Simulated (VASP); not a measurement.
Input of a VASP 6.6.1 run:

File INCAR:

```
SYSTEM = GaO
  ALGO = Normal
  EDIFF = 1E-6
  ENCUT = 520
  GGA = PS
  ISIF = 2
  ISMEAR = 0
  LASPH = .True.
  LCHARG = .False.
  LREAL = .False.
  LWAVE = .False.
  NBANDS = 48
  NELM = 100
  PREC = Accurate
  SIGMA = 0.1
```

File KPOINTS:

```
k-points
0
Gamma
  6 6 2
  0 0 0
```

The input POSCAR:

```
GaO
1.0
    3.0693346496      0.0000000000      0.0000000000
   -1.5346673248      2.6581217793      0.0000000000
    0.0000000000      0.0000000000     12.9772058136
Ga O
4 4
Direct
    0.3333333333      0.6666666667      0.1544505463
    0.6666666667      0.3333333333      0.6544505463
    0.3333333333      0.6666666667      0.3455494537
    0.6666666667      0.3333333333      0.8455494537
    0.3333333333      0.6666666667      0.5988959730
    0.6666666667      0.3333333333      0.0988959730
    0.3333333333      0.6666666667      0.9011040270
    0.6666666667      0.3333333333      0.4011040270
```

Potentials or basis: VASP PAW PBE potentials, release 64 (Ga_d, O).

Command:

```sh
$ cat potpaw_PBE.64/Ga_d/POTCAR potpaw_PBE.64/O/POTCAR > POTCAR
$ mpirun -np 1 vasp_std > vasp.out
```

(1) Predict the band gap on the k mesh.

(2) What does it give for the pressure?

## Answers

(1) 1.12 eV, indirect (least direct gap 1.15 eV).

(2) -0.1 GPa.

Caveat: the PAW data sets were made with another functional, which shifts forces and pressure a little.
